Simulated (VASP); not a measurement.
# SnO2 (R-3m) in VASP: a series of runs, part 3 of 3

VASP 6.6.1. Earlier steps stand in the parts before.

## (5) Single point, PBE

INCAR

```
SYSTEM = SnO2
ALGO = Normal
EDIFF = 1E-6
ENCUT = 520
GGA = PE
ISIF = 2
ISMEAR = 0
LASPH = .TRUE.
LCHARG = .TRUE.
LELF = .TRUE.
LREAL = .FALSE.
LVHAR = .TRUE.
LWAVE = .FALSE.
NBANDS = 20
NELM = 60
PREC = Accurate
SIGMA = 0.05
```

KPOINTS

```
k-points
0
G
  12 12 12
  0 0 0
```

POSCAR

```
SnO2
1.0
    1.6310229378      0.9416715322      4.9616252294
   -1.6310229378      0.9416715322      4.9616252294
    0.0000000000     -1.8833430644      4.9616252294
Sn O
1 2
Direct
    0.5000000000      0.5000000000      0.5000000000
    0.2291218238      0.2291218238      0.2291218238
    0.7708781762      0.7708781762      0.7708781762
```

Potentials or basis: VASP PAW PBE potentials, release 64 (Sn_d, O).

Command:

```sh
cat potpaw_PBE.64/Sn_d/POTCAR potpaw_PBE.64/O/POTCAR > POTCAR
mpirun -np 1 vasp_std > vasp.out
```

OUTCAR:

```text
SYSTEM = SnO2
   EDIFF = 1E-6
   ENCUT = 520
   GGA = PE
   ISIF = 2
   ISMEAR = 0
   LASPH = .TRUE.
   LREAL = .FALSE.
   NELM = 60
   PREC = Accurate

 ion  position               nearest neighbor table
   1  0.500  0.500  0.500-   2 2.10   2 2.10   3 2.10   3 2.10   2 2.10   3 2.10
   2  0.229  0.229  0.229-   1 2.10   1 2.10   1 2.10
   3  0.771  0.771  0.771-   1 2.10   1 2.10   1 2.10

  LATTYP: Found a trigonal (rhomboedric) cell.
 ALAT       =     5.3070430576
 COS(alpha) =     0.8110943660

  Lattice vectors:

 A1 = (   1.6310229378,   0.9416715322,   4.9616252294)
 A2 = (  -1.6310229378,   0.9416715322,   4.9616252294)
 A3 = (   0.0000000000,  -1.8833430644,   4.9616252294)

Analysis of symmetry for initial positions (statically):
=====================================================================
 Subroutine PRICEL returns:
 Original cell was already a primitive cell.

 Routine SETGRP: Setting up the symmetry group for a
 trigonal (rhombohedral) supercell.

 Subroutine GETGRP returns: Found 12 space group operations
 (whereof 12 operations were pure point group operations)
 out of a pool of 12 trial point group operations.

The static configuration has the point symmetry D_3d.

Analysis of symmetry for dynamics (positions and initial velocities):
=====================================================================
 Subroutine PRICEL returns:
 Original cell was already a primitive cell.

 Routine SETGRP: Setting up the symmetry group for a
 trigonal (rhombohedral) supercell.

 Subroutine GETGRP returns: Found 12 space group operations
 (whereof 12 operations were pure point group operations)
 out of a pool of 12 trial point group operations.

The dynamic configuration has the point symmetry D_3d.

 Subroutine INISYM returns: Found 12 space group operations
 (whereof 12 operations are pure point group operations),
 and found     1 'primitive' translations

----------------------------------------------------------------------------------------

                                     Primitive cell

  volume of cell :      45.7230

  direct lattice vectors                    reciprocal lattice vectors
     1.631022938  0.941671532  4.961625229     0.306556081  0.176990236  0.067182288
    -1.631022938  0.941671532  4.961625229    -0.306556081  0.176990236  0.067182288
     0.000000000 -1.883343064  4.961625229     0.000000000 -0.353980472  0.067182288

  length of vectors
     5.307043058  5.307043058  5.307043058     0.360299368  0.360299368  0.360299368

  position of ions in fractional coordinates (direct lattice)
     0.500000000  0.500000000  0.500000000
     0.229121824  0.229121824  0.229121824
     0.770878176  0.770878176  0.770878176

  ion indices of the primitive-cell ions
   primitive index   ion index
                 1           1
                 2           2
                 3           3

----------------------------------------------------------------------------------------

 KPOINTS: k-points

Automatic generation of k-mesh.
 Grid dimensions read from file:
 generate k-points for:   12   12   12

 Generating k-lattice:

  Cartesian coordinates                     Fractional coordinates (reciprocal lattice)
     0.025546340  0.014749186  0.005598524     0.083333333  0.000000000  0.000000000
    -0.025546340  0.014749186  0.005598524     0.000000000  0.083333333  0.000000000
     0.000000000 -0.029498373  0.005598524     0.000000000  0.000000000  0.083333333

  Length of vectors
     0.030024947  0.030024947  0.030024947

  Shift w.r.t. Gamma in fractional coordinates (k-lattice)
     0.000000000  0.000000000  0.000000000

 Subroutine IBZKPT returns following result:
 ===========================================

 Found    189 irreducible k-points:

 Following reciprocal coordinates:
            Coordinates               Weight
  0.000000  0.000000  0.000000      1.000000
  0.083333  0.000000  0.000000      6.000000
  0.166667  0.000000  0.000000      6.000000
  0.250000  0.000000  0.000000      6.000000
  0.333333  0.000000  0.000000      6.000000
  0.416667  0.000000  0.000000      6.000000
[... 16 lines left out ...]
  0.500000  0.166667  0.000000     12.000000
 -0.416667  0.166667  0.000000     12.000000
 [... further k-points ...]
   k-points           NKPTS =    189   k-points in BZ     NKDIM =    189   number of bands    NBANDS=     20
   number of dos      NEDOS =    301   number of ions     NIONS =      3
   total plane-waves  NPLWV =  64000
   dimension x,y,z NGX =    40 NGY =   40 NGZ =   40
   dimension x,y,z NGXF=    80 NGYF=   80 NGZF=   80
   ions per type =               1   2
   NGX,Y,Z   is equivalent  to a cutoff of  12.53, 12.53, 12.53 a.u.
   NGXF,Y,Z  is equivalent  to a cutoff of  25.06, 25.06, 25.06 a.u.
 SYSTEM =  SnO2
   PREC   = accura    normal or accurate (medium, high low for compatibility)
   ISTART =      0    job   : 0-new  1-cont  2-samecut
   ICHARG =      2    charge: 1-file 2-atom 10-const
   ISPIN  =      1    spin polarized calculation?
   LNONCOLLINEAR =      F non collinear calculations
   LSORBIT =      F    spin-orbit coupling
   LASPH  =      T    aspherical Exc in radial PAW
   ENCUT  =  520.0 eV  38.22 Ry    6.18 a.u.   9.87  9.87  9.87*2*pi/ulx,y,z
   NELM   =     60;   NELMIN=  2; NELMDL= -5     # of ELM steps
   EDIFF  = 0.1E-05   stopping-criterion for ELM
   LREAL  =      F    real-space projection
   EDIFFG = 0.1E-04   stopping-criterion for IOM
   NSW    =      0    number of steps for IOM
   IBRION =     -1    ionic relax: 0-MD 1-quasi-New 2-CG
   NFREE  =      0    steps in history (QN), initial steepest desc. (CG)
   ISIF   =      2    stress and relaxation
   ISYM   =      2    0-nonsym 1-usesym 2-fastsym
   POTIM  = 0.5000    time-step for ionic-motion
   TEBEG  =    0.0;   TEEND  =   0.0 temperature during run
   PSTRESS=    0.0 pullay stress
   NELECT =      26.0000    total number of electrons
   NUPDOWN=      -1.0000    fix difference up-down
   EMIN   =  10.00;   EMAX   =-10.00  energy-range for DOS
   EFERMI =   0.00;   METHOD = LEGACY
   ISMEAR =     0;   SIGMA  =   0.05  broadening in eV -4-tet -1-fermi 0-gaus
   EFERMI_NEDOS =   21; number of points for ismear=-14 and -15
   IALGO  =     38    algorithm
   IMIX   =      4    mixing-type and parameters
     AMIX     =   0.40;   BMIX     =  1.00
     AMIX_MAG =   1.60;   BMIX_MAG =  1.00
  volume/ion in A,a.u.               =      15.24       102.85
  Fermi-wavevector in a.u.,A,eV,Ry     =   1.356296  2.563027 25.028433  1.839538
  Thomas-Fermi vector in A             =   2.483311
   LORBIT       =      0    0 simple, 1 ext, 2 COOP (PROOUT), +10 PAW based schemes
   GGA     = PE    functional components
   LHFCALC =     F    Hartree Fock is set to
   AEXX    =    0.0000 exact exchange contribution
   IVDW    =     0    specifies the selected vdW correction
   LEPSILON=     F    determine dielectric tensor
   LRPA    =     F    only Hartree local field effects (RPA)
 non-spin polarized calculation
 Gauss-broadening in eV      SIGMA  =   0.05
  energy-cutoff  :      520.00
  volume of cell :       45.72
 maximum number of plane-waves:      1248
   NGX = 19   NGY = 19   NGZ = 19

 number of electron      25.9999996 magnetization

 Free energy of the ion-electron system (eV)
  ---------------------------------------------------
  ext. energy  EPLUGINS =         0.00000000
  ---------------------------------------------------
  free energy    TOTEN  =       -18.13448138 eV

  energy without entropy =      -18.13448138  energy(sigma->0) =      -18.13448138

 E-fermi :   3.0726     XC(G=0):  -9.5919

 val. band max:        2.8074471879   @ k =  -0.2500   0.2500   0.0000
 cond. band min:       4.7859614278   @ k =   0.0000   0.0000   0.0000
 fundamental gap:      1.9785142399
 Fermi energy:         3.0726064047

 k-point     1 :       0.0000    0.0000    0.0000
  band No.  band energies     occupation
      1     -17.2960      2.00000
      2     -16.9549      2.00000
      3     -16.9549      2.00000
      4     -16.7729      2.00000
      5     -16.7729      2.00000
      6     -15.1730      2.00000
[... 12 lines left out ...]
     19      19.9155      0.00000
[... 513 lines left out ...]
      4     -16.7668      2.00000
      5     -16.7027      2.00000
      6     -13.6814      2.00000
[... 12 lines left out ...]
     19      15.8347      0.00000
     20      16.6861      0.00000

 [... further k-points ...]

------------------------ aborting loop because EDIFF is reached ----------------------------------------

  FORCE on cell =-STRESS in cart. coord.  units (eV):
  Direction    XX          YY          ZZ          XY          YZ          ZX
  --------------------------------------------------------------------------------------
  -------------------------------------------------------------------------------------
  Total        0.7526972      0.7526972      1.5615765      0.0000000      0.0000000      0.0000000
  in kB       26.3752248     26.3752248     54.7191219      0.0000000      0.0000000      0.0000000
  external PRESSURE =      35.8231905 kB  Pullay stress =       0.0000000 kB

 VOLUME and BASIS-vectors are now :
 -----------------------------------------------------------------------------
  energy-cutoff  :      520.00
  volume of cell :       45.72
      direct lattice vectors                 reciprocal lattice vectors
     1.631022938  0.941671532  4.961625229     0.306556081  0.176990236  0.067182288
    -1.631022938  0.941671532  4.961625229    -0.306556081  0.176990236  0.067182288
     0.000000000 -1.883343064  4.961625229     0.000000000 -0.353980472  0.067182288

 POSITION                                       TOTAL-FORCE (eV/Angst)
 -----------------------------------------------------------------------------------
      0.00000      0.00000      7.44244         0.000000      0.000000     -0.000000
      0.00000      0.00000      3.41045         0.000000     -0.000000      0.917464
      0.00000      0.00000     11.47443         0.000000      0.000000     -0.917464
 -----------------------------------------------------------------------------------
    total drift:                                0.000000      0.000000      0.000000

  FREE ENERGIE OF THE ION-ELECTRON SYSTEM (eV)
  ---------------------------------------------------
  free  energy   TOTEN  =       -18.1344813776 eV

  energy  without entropy=      -18.1344813776  energy(sigma->0) =      -18.13448138
```

OSZICAR:

```text
N       E                     dE             d eps       ncg     rms          rms(c)
DAV:   1     0.265857582288E+03    0.26586E+03   -0.14024E+04  7936   0.188E+03
DAV:   2     0.923121428141E+01   -0.25663E+03   -0.24276E+03  8388   0.491E+02
DAV:   3    -0.203784212056E+02   -0.29610E+02   -0.29351E+02  8864   0.144E+02
DAV:   4    -0.212610166706E+02   -0.88260E+00   -0.88160E+00  8444   0.270E+01
DAV:   5    -0.212790605940E+02   -0.18044E-01   -0.18043E-01  8928   0.407E+00    0.110E+01
DAV:   6    -0.181470916975E+02    0.31320E+01   -0.11915E+01 11204   0.577E+01    0.445E+00
DAV:   7    -0.181504688630E+02   -0.33772E-02   -0.69549E-01  7868   0.673E+00    0.216E+00
DAV:   8    -0.181343566386E+02    0.16112E-01   -0.72078E-02  8040   0.286E+00    0.489E-01
DAV:   9    -0.181337390637E+02    0.61757E-03   -0.12388E-02 10244   0.168E+00    0.936E-02
DAV:  10    -0.181344535192E+02   -0.71446E-03   -0.19900E-03  7800   0.388E-01    0.289E-02
DAV:  11    -0.181344803533E+02   -0.26834E-04   -0.58822E-05 10512   0.823E-02    0.183E-02
DAV:  12    -0.181344815417E+02   -0.11884E-05   -0.41275E-06  7924   0.199E-02    0.623E-03
DAV:  13    -0.181344813776E+02    0.16403E-06   -0.12934E-06  6588   0.137E-02
   1 F= -.18134481E+02 E0= -.18134481E+02  d E =-.127955E-15
```

Run time: 6.6 min. Hardware: 1 thread of Intel Xeon 6975P-C, shared host; peak memory 0.35 GiB.

Results:

```yaml
Free_energy: -18.1345 eV
Pressure: 3.6 GPa
Largest_force: 0.917 eV/Å
Band_gap_on_the_k_mesh: 1.98 eV, indirect (least direct gap 2.37 eV)
```

Forces on the atoms (eV/Å):
```
Sn   0.000  0.000  0.000
O    0.000  0.000  0.917
O    0.000  0.000 -0.917
```

Stress tensor (GPa, compression positive):
```
2.64 0.00 0.00
0.00 2.64 0.00
0.00 0.00 5.47
```

Caveat: spin-orbit coupling is left out, which moves the levels of the heavy elements.

## (6) Single point, PBE

INCAR

```
SYSTEM = SnO2
  PREC = Accurate
  ENCUT = 520
  EDIFF = 1E-7
  ISMEAR = 0
  SIGMA = 0.05
  LREAL = .False.
  LASPH = .True.
  NELM = 100
  ALGO = Normal
  ISIF = 2
  LWAVE = .False.
  LCHARG = .True.
  GGA = PE
  LELF = .True.
  LVHAR = .True.
  NBANDS = 20
```

KPOINTS

```
Automatic mesh
0
Gamma
  12 12 12
  0 0 0
```

POSCAR

```
SnO2
1.0
    1.6310229378      0.9416715322      4.9616252294
   -1.6310229378      0.9416715322      4.9616252294
    0.0000000000     -1.8833430644      4.9616252294
Sn O
1 2
Direct
    0.5000000000      0.5000000000      0.5000000000
    0.2464043750      0.2464043750      0.2464043750
    0.7535956250      0.7535956250      0.7535956250
```

Potentials or basis: VASP PAW PBE potentials, release 64 (Sn_d, O).

Command:

```sh
cat potpaw_PBE.64/Sn_d/POTCAR potpaw_PBE.64/O/POTCAR > POTCAR
mpirun -np 1 vasp_std > vasp.out
```

OUTCAR:

```text
SYSTEM = SnO2
   PREC = Accurate
   ENCUT = 520
   EDIFF = 1E-7
   ISMEAR = 0
   LREAL = .False.
   LASPH = .True.
   NELM = 100
   ISIF = 2
   GGA = PE

 ion  position               nearest neighbor table
   1  0.500  0.500  0.500-   2 2.23   2 2.23   3 2.23   3 2.23   2 2.23   3 2.23
   2  0.246  0.246  0.246-   1 2.23   1 2.23   1 2.23
   3  0.754  0.754  0.754-   1 2.23   1 2.23   1 2.23

  LATTYP: Found a trigonal (rhomboedric) cell.
 ALAT       =     5.3070430576
 COS(alpha) =     0.8110943660

[... 744 lines left out ...]

  FORCE on cell =-STRESS in cart. coord.  units (eV):
  Direction    XX          YY          ZZ          XY          YZ          ZX
  --------------------------------------------------------------------------------------
  -------------------------------------------------------------------------------------
  Total       -2.9762562     -2.9762562     -4.9466231      0.0000000      0.0000000     -0.0000000
  in kB     -104.2908415   -104.2908415   -173.3343689      0.0000000      0.0000000     -0.0000000
  external PRESSURE =    -127.3053506 kB  Pullay stress =       0.0000000 kB

 VOLUME and BASIS-vectors are now :
 -----------------------------------------------------------------------------
  energy-cutoff  :      520.00
  volume of cell :       45.72
      direct lattice vectors                 reciprocal lattice vectors
     1.631022938  0.941671532  4.961625229     0.306556081  0.176990236  0.067182288
    -1.631022938  0.941671532  4.961625229    -0.306556081  0.176990236  0.067182288
     0.000000000 -1.883343064  4.961625229     0.000000000 -0.353980472  0.067182288

 POSITION                                       TOTAL-FORCE (eV/Angst)
 -----------------------------------------------------------------------------------
      0.00000      0.00000      7.44244         0.000000      0.000000      0.000000
      0.00000      0.00000      3.66770        -0.000000      0.000000     -2.166206
      0.00000      0.00000     11.21718        -0.000000      0.000000      2.166206
 -----------------------------------------------------------------------------------
    total drift:                                0.000000      0.000000      0.000000

  FREE ENERGIE OF THE ION-ELECTRON SYSTEM (eV)
  ---------------------------------------------------
  free  energy   TOTEN  =       -17.7730593685 eV

  energy  without entropy=      -17.7730593685  energy(sigma->0) =      -17.77305937
```

Run time: 5.5 min. Hardware: 1 thread of Intel Xeon 6975P-C, shared host; peak memory 0.35 GiB.

What came out:

| Quantity | Value |
| --- | --- |
| Free energy | -17.7731 eV |
| Pressure | -12.7 GPa |
| Largest force | 2.166 eV/Å |
| Band gap on the k mesh | 1.45 eV, direct |

Forces on the atoms (eV/Å):
```
Sn   0.000  0.000  0.000
O    0.000  0.000 -2.166
O    0.000  0.000  2.166
```

Stress tensor (GPa, compression positive):
```
-10.43   0.00   0.00
  0.00 -10.43   0.00
  0.00   0.00 -17.33
```

Caveat: spin-orbit coupling is left out, which moves the levels of the heavy elements; forces of over 1 eV/Å act on the atoms, so gaps and moduli don't describe the material at rest.
